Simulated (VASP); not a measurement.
# NaCl (P4/mmm) in VASP: a series of runs

Runs on NaCl. Level: PBE. Tasks: single point.

Everything below comes from runs of VASP 6.6.1. Logs are shortened: lines on timing, memory, paths and dates and some standing lists are left out, and cuts for length are marked.

### Step 1. The cell of the first run

It takes space group P4/mmm (No. 123, tetragonal). Conventional cell: a = 3.502 Å, b = 3.502 Å, c = 3.590 Å, α = 90.00°, β = 90.00°, γ = 90.00°. Na (site symmetry 4/mmm) has 8 Cl at 3.06 Å and 6 Na at 3.50 to 3.59 Å within 4.0 Å. Within 4.0 Å of Cl (site symmetry 4/mmm) lie 8 Na at 3.06 Å and 6 Cl at 3.50 to 3.59 Å.

### Step 2. Single point, PBE (strain +0.000 along x and y, +0.025 along z)

INCAR

```
SYSTEM = NaCl
PREC = Accurate
ENCUT = 520
EDIFF = 1E-7
ISMEAR = 0
SIGMA = 0.05
LREAL = .False.
LASPH = .True.
NELM = 60
ALGO = Normal
ISIF = 2
LWAVE = .False.
LCHARG = .False.
GGA = PE
NBANDS = 14
```

KPOINTS

```
regular mesh
0
Gamma
  6 6 6
  0 0 0
```

POSCAR

```
NaCl
1.0
    3.5021900000      0.0000000000      0.0000000000
    0.0000000000      3.5021900000      0.0000000000
    0.0000000000      0.0000000000      3.5897447500
Na Cl
1 1
Direct
    0.0000000000      0.0000000000      0.0000000000
    0.5000000000      0.5000000000      0.5000000000
```

Potentials or basis: VASP PAW PBE potentials, release 64 (Na_pv, Cl).

Command:

```
$ cat potpaw_PBE.64/Na_pv/POTCAR potpaw_PBE.64/Cl/POTCAR > POTCAR
$ mpirun -np 1 vasp_std > vasp.out
```

OUTCAR:

```text
SYSTEM = NaCl
   PREC = Accurate
   ENCUT = 520
   EDIFF = 1E-7
   ISMEAR = 0
   LREAL = .False.
   LASPH = .True.
   NELM = 60
   ISIF = 2
   GGA = PE

 ion  position               nearest neighbor table
   1  0.000  0.000  0.000-
   2  0.500  0.500  0.500-

  LATTYP: Found a simple tetragonal cell.
 ALAT       =     3.5021900000
 C/A-ratio  =     1.0250000000

  Lattice vectors:

 A1 = (   3.5021900000,   0.0000000000,   0.0000000000)
 A2 = (   0.0000000000,   3.5021900000,   0.0000000000)
 A3 = (   0.0000000000,   0.0000000000,   3.5897447500)

Analysis of symmetry for initial positions (statically):
=====================================================================
 Subroutine PRICEL returns:
 Original cell was already a primitive cell.

 Routine SETGRP: Setting up the symmetry group for a
 simple tetragonal supercell.

 Subroutine GETGRP returns: Found 16 space group operations
 (whereof 16 operations were pure point group operations)
 out of a pool of 16 trial point group operations.

The static configuration has the point symmetry D_4h.

Analysis of symmetry for dynamics (positions and initial velocities):
=====================================================================
 Subroutine PRICEL returns:
 Original cell was already a primitive cell.

 Routine SETGRP: Setting up the symmetry group for a
 simple tetragonal supercell.

 Subroutine GETGRP returns: Found 16 space group operations
 (whereof 16 operations were pure point group operations)
 out of a pool of 16 trial point group operations.

The dynamic configuration has the point symmetry D_4h.

 Subroutine INISYM returns: Found 16 space group operations
 (whereof 16 operations are pure point group operations),
 and found     1 'primitive' translations

----------------------------------------------------------------------------------------

                                     Primitive cell

  volume of cell :      44.0294

  direct lattice vectors                    reciprocal lattice vectors
     3.502190000  0.000000000  0.000000000     0.285535622  0.000000000  0.000000000
     0.000000000  3.502190000  0.000000000     0.000000000  0.285535622  0.000000000
     0.000000000  0.000000000  3.589744750     0.000000000  0.000000000  0.278571339

  length of vectors
     3.502190000  3.502190000  3.589744750     0.285535622  0.285535622  0.278571339

  position of ions in fractional coordinates (direct lattice)
     0.000000000  0.000000000  0.000000000
     0.500000000  0.500000000  0.500000000

  ion indices of the primitive-cell ions
   primitive index   ion index
                 1           1
                 2           2

----------------------------------------------------------------------------------------

 KPOINTS: regular mesh

Automatic generation of k-mesh.
 Grid dimensions read from file:
 generate k-points for:    6    6    6

 Generating k-lattice:

  Cartesian coordinates                     Fractional coordinates (reciprocal lattice)
     0.047589270  0.000000000  0.000000000     0.166666667  0.000000000  0.000000000
     0.000000000  0.047589270  0.000000000     0.000000000  0.166666667  0.000000000
     0.000000000  0.000000000  0.046428556     0.000000000  0.000000000  0.166666667

  Length of vectors
     0.047589270  0.047589270  0.046428556

  Shift w.r.t. Gamma in fractional coordinates (k-lattice)
     0.000000000  0.000000000  0.000000000

 Subroutine IBZKPT returns following result:
 ===========================================

 Found     40 irreducible k-points:

 Following reciprocal coordinates:
            Coordinates               Weight
  0.000000  0.000000  0.000000      1.000000
  0.166667  0.000000  0.000000      4.000000
  0.333333  0.000000  0.000000      4.000000
  0.500000  0.000000  0.000000      2.000000
  0.166667  0.166667  0.000000      4.000000
  0.333333  0.166667  0.000000      8.000000
[... 16 lines left out ...]
  0.333333  0.000000  0.333333      8.000000
  0.500000  0.000000  0.333333      4.000000
 [... further k-points ...]
   k-points           NKPTS =     40   k-points in BZ     NKDIM =     40   number of bands    NBANDS=     14
   number of dos      NEDOS =    301   number of ions     NIONS =      2
   total plane-waves  NPLWV =  21952
   dimension x,y,z NGX =    28 NGY =   28 NGZ =   28
   dimension x,y,z NGXF=    56 NGYF=   56 NGZF=   56
   ions per type =               1   1
   NGX,Y,Z   is equivalent  to a cutoff of  13.29, 13.29, 12.97 a.u.
   NGXF,Y,Z  is equivalent  to a cutoff of  26.58, 26.58, 25.93 a.u.
 SYSTEM =  NaCl
   PREC   = accura    normal or accurate (medium, high low for compatibility)
   ISTART =      0    job   : 0-new  1-cont  2-samecut
   ICHARG =      2    charge: 1-file 2-atom 10-const
   ISPIN  =      1    spin polarized calculation?
   LNONCOLLINEAR =      F non collinear calculations
   LSORBIT =      F    spin-orbit coupling
   LASPH  =      T    aspherical Exc in radial PAW
   ENCUT  =  520.0 eV  38.22 Ry    6.18 a.u.   6.51  6.51  6.67*2*pi/ulx,y,z
   NELM   =     60;   NELMIN=  2; NELMDL= -5     # of ELM steps
   EDIFF  = 0.1E-06   stopping-criterion for ELM
   LREAL  =      F    real-space projection
   EDIFFG = 0.1E-05   stopping-criterion for IOM
   NSW    =      0    number of steps for IOM
   IBRION =     -1    ionic relax: 0-MD 1-quasi-New 2-CG
   NFREE  =      0    steps in history (QN), initial steepest desc. (CG)
   ISIF   =      2    stress and relaxation
   ISYM   =      2    0-nonsym 1-usesym 2-fastsym
   POTIM  = 0.5000    time-step for ionic-motion
   TEBEG  =    0.0;   TEEND  =   0.0 temperature during run
   PSTRESS=    0.0 pullay stress
   NELECT =      14.0000    total number of electrons
   NUPDOWN=      -1.0000    fix difference up-down
   EMIN   =  10.00;   EMAX   =-10.00  energy-range for DOS
   EFERMI =   0.00;   METHOD = LEGACY
   ISMEAR =     0;   SIGMA  =   0.05  broadening in eV -4-tet -1-fermi 0-gaus
   EFERMI_NEDOS =   21; number of points for ismear=-14 and -15
   IALGO  =     38    algorithm
   IMIX   =      4    mixing-type and parameters
     AMIX     =   0.40;   BMIX     =  1.00
     AMIX_MAG =   1.60;   BMIX_MAG =  1.00
  volume/ion in A,a.u.               =      22.01       148.56
  Fermi-wavevector in a.u.,A,eV,Ry     =   1.117386  2.111553 16.987571  1.248551
  Thomas-Fermi vector in A             =   2.254008
   LORBIT       =      0    0 simple, 1 ext, 2 COOP (PROOUT), +10 PAW based schemes
   GGA     = PE    functional components
   LHFCALC =     F    Hartree Fock is set to
   AEXX    =    0.0000 exact exchange contribution
   IVDW    =     0    specifies the selected vdW correction
   LEPSILON=     F    determine dielectric tensor
   LRPA    =     F    only Hartree local field effects (RPA)
 non-spin polarized calculation
 Gauss-broadening in eV      SIGMA  =   0.05
  energy-cutoff  :      520.00
  volume of cell :       44.03
 maximum number of plane-waves:      1209
 NGX is ok and might be reduce to    28
   NGX = 13   NGY = 13   NGZ = 13

 number of electron      13.9999989 magnetization

 Free energy of the ion-electron system (eV)
  ---------------------------------------------------
  ext. energy  EPLUGINS =         0.00000000
  ---------------------------------------------------
  free energy    TOTEN  =        -6.46304606 eV

  energy without entropy =       -6.46304606  energy(sigma->0) =       -6.46304606

 E-fermi :   0.5956     XC(G=0):  -8.3263

 val. band max:        0.3082591573   @ k =   0.5000   0.0000   0.5000
 cond. band min:       4.1482400822   @ k =   0.0000   0.0000   0.0000
 fundamental gap:      3.8399809249
 Fermi energy:         0.5956008260

 k-point     1 :       0.0000    0.0000    0.0000
  band No.  band energies     occupation
      1     -21.8491      2.00000
      2     -21.8491      2.00000
      3     -21.8442      2.00000
      4     -13.0349      2.00000
      5      -0.3431      2.00000
      6      -0.1441      2.00000
      7      -0.1441      2.00000
      8       4.1482      0.00000
      9       8.7583      0.00000
     10       8.9739      0.00000
     11      15.4511      0.00000
     12      15.8443      0.00000
     13      15.8443      0.00000
     14      15.9686      0.00000

 k-point     2 :       0.1667    0.0000    0.0000
  band No.  band energies     occupation
      1     -21.8590      2.00000
      2     -21.8483      2.00000
      3     -21.8433      2.00000
      4     -12.9522      2.00000
      5      -0.9293      2.00000
      6      -0.2839      2.00000
      7      -0.0875      2.00000
      8       4.8550      0.00000
      9       9.1035      0.00000
     10       9.4417      0.00000
     11      13.7772      0.00000
     12      14.2192      0.00000
     13      15.2379      0.00000
     14      16.1798      0.00000

 k-point     3 :       0.3333    0.0000    0.0000
  band No.  band energies     occupation
      1     -21.8786      2.00000
      2     -21.8465      2.00000
      3     -21.8414      2.00000
      4     -12.7773      2.00000
      5      -2.0919      2.00000
      6      -0.1603      2.00000
      7       0.0303      2.00000
      8       6.1242      0.00000
      9       9.4638      0.00000
     10       9.9777      0.00000
     11      12.2962      0.00000
     12      12.7639      0.00000
     13      14.5861      0.00000
     14      16.1426      0.00000
[... 324 lines left out ...]
 k-point    23 :       0.3333    0.0000    0.3333
  band No.  band energies     occupation
      1     -21.8743      2.00000
      2     -21.8629      2.00000
      3     -21.8446      2.00000
      4     -12.5982      2.00000
      5      -1.7902      2.00000
      6      -1.5800      2.00000
      7       0.1871      2.00000
      8       6.7559      0.00000
      9       8.7161      0.00000
     10      10.8540      0.00000
     11      12.0922      0.00000
     12      13.0884      0.00000
     13      13.4948      0.00000
     14      15.9879      0.00000

 k-point    24 :       0.5000    0.0000    0.3333
  band No.  band energies     occupation
      1     -21.8832      2.00000
      2     -21.8612      2.00000
      3     -21.8438      2.00000
      4     -12.5218      2.00000
      5      -2.1321      2.00000
      6      -1.5088      2.00000
      7       0.2521      2.00000
      8       6.3757      0.00000
      9       9.1122      0.00000
     10      11.1238      0.00000
     11      11.6553      0.00000
     12      12.7187      0.00000
     13      13.5218      0.00000
     14      16.8424      0.00000

 [... further k-points ...]
[... 5 lines left out ...]
  --------------------------------------------------------------------------------------
  -------------------------------------------------------------------------------------
  Total        0.0146991      0.0146991     -0.4745775      0.0000000      0.0000000      0.0000000
  in kB        0.5348821      0.5348821    -17.2693012      0.0000000      0.0000000      0.0000000
  external PRESSURE =      -5.3998457 kB  Pullay stress =       0.0000000 kB

 VOLUME and BASIS-vectors are now :
 -----------------------------------------------------------------------------
  energy-cutoff  :      520.00
  volume of cell :       44.03
      direct lattice vectors                 reciprocal lattice vectors
     3.502190000  0.000000000  0.000000000     0.285535622  0.000000000  0.000000000
     0.000000000  3.502190000  0.000000000     0.000000000  0.285535622  0.000000000
     0.000000000  0.000000000  3.589744750     0.000000000  0.000000000  0.278571339

 POSITION                                       TOTAL-FORCE (eV/Angst)
 -----------------------------------------------------------------------------------
      0.00000      0.00000      0.00000         0.000000      0.000000      0.000000
      1.75110      1.75110      1.79487         0.000000      0.000000      0.000000
 -----------------------------------------------------------------------------------
    total drift:                               -0.000000      0.000000      0.000000

  FREE ENERGIE OF THE ION-ELECTRON SYSTEM (eV)
  ---------------------------------------------------
  free  energy   TOTEN  =        -6.4630460560 eV

  energy  without entropy=       -6.4630460560  energy(sigma->0) =       -6.46304606
```

Run time: 10 s. Hardware: 1 thread of Intel Xeon 6975P-C (Granite Rapids), shared host; peak memory 0.15 GiB.

What came out:

```
Free energy            : -6.4630 eV
Pressure               : -0.5 GPa
Band gap on the k mesh : 3.84 eV, indirect (least direct gap 4.29 eV)
```

Caveat: the cell differs from its parent crystal (strain +0.000 along x and y, +0.025 along z). A k mesh can miss the band edges.

(Continued in part 2 of 2.)
